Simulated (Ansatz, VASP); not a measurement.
**Two plane-wave programs on GaSi2**

```
Ga Si
1.0
     3.70854    0.00000    0.00000
     0.00000    3.70854    0.00000
     0.00000    0.00000    7.56597
Ga Si
2 4
Cartesian
  0.0000 0.0000 0.0000
  1.8543 1.8543 3.7830
  0.0000 1.8543 1.8911
  0.0000 1.8543 5.6741
  1.8543 0.0000 1.8919
  1.8543 0.0000 5.6749
```

Alike in both runs: functional r2SCAN; k mesh 4 × 4 × 4; occupations gaussian, width 0.1 eV; no spin polarisation.

Ansatz relaxed the structure, and its values are those at the end. VASP's run is a single point on that final structure, the one shown.

|  | VASP | Ansatz |
| --- | --- | --- |
| version | VASP 6.6.1 | Ansatz 0.2.0 |
| potentials or method | VASP PAW PBE potentials, release 64 (Ga_d, Si), cutoff 520 eV | scalar-relativistic, plane waves, PAW |
| valence electrons in the cell | 42 | 42 |

|  | VASP | Ansatz | Ansatz less VASP |
| --- | --- | --- | --- |
| gap on the k mesh at the Fermi level (eV) | none | none | - |
| pressure (GPa) | 0.3 | 0.3 | +0.02 |

VASP's potentials were made for PBE, not for r2SCAN. A gap of «none» marks a metal or a gap that the smearing closes. With one functional, cell and mesh, what is left measures potentials, basis and numerics.

The k mesh is coarse, so the values compare programs but aren't converged.
